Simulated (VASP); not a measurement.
W3N4, 7 atoms in the cell. It takes space group Pm-3m (No. 221, cubic). The conventional cell has a = 4.122 Å, b = 4.122 Å, c = 4.122 Å, α = 90.00°, β = 90.00°, γ = 90.00°. W (site symmetry 4/mmm) has 6 N at 2.06 Å within 2.7 Å. Within 2.7 Å of N (site symmetry m-3m) lie 6 W at 2.06 Å. Within 2.7 Å of N (site symmetry 4/mmm) lie 4 W at 2.06 Å. 

| Item | Value |
| --- | --- |
| Program | VASP 6.6.1 |
| Task | relaxation of cell and atoms |
| Functional | PBEsol |
| Potentials or basis | VASP PAW PBE potentials, release 64 (W_sv, N) |
| Cutoff | 600 eV |
| k mesh | 6 × 6 × 6 |
| Occupations | fermi-dirac, width 0.05 eV |
| Spin | no spin polarisation |
| Dipole correction | no |
| Further INCAR settings | ALGO = Normal; EDIFF = 1e-06; IBRION = 2; EDIFFG = -0.01; NSW = 80; ISIF = 3 |

Potentials or basis: VASP PAW PBE potentials, release 64 (W_sv, N).

Run with:

```bash
$ cat potpaw_PBE.64/W_sv/POTCAR potpaw_PBE.64/N/POTCAR > POTCAR
$ mpirun -np 1 vasp_std > vasp.out
```

Hardware: 1 thread of Intel Xeon 8259CL, with other jobs on the host.

**Question.** How long does it take, and how much memory?

**Answer.** Wall time 6.2 min on 1 thread of Intel Xeon 8259CL, on a shared host, peak memory 0.24 GiB. Counts: scf iterations 43, k points 20, ion steps 4.
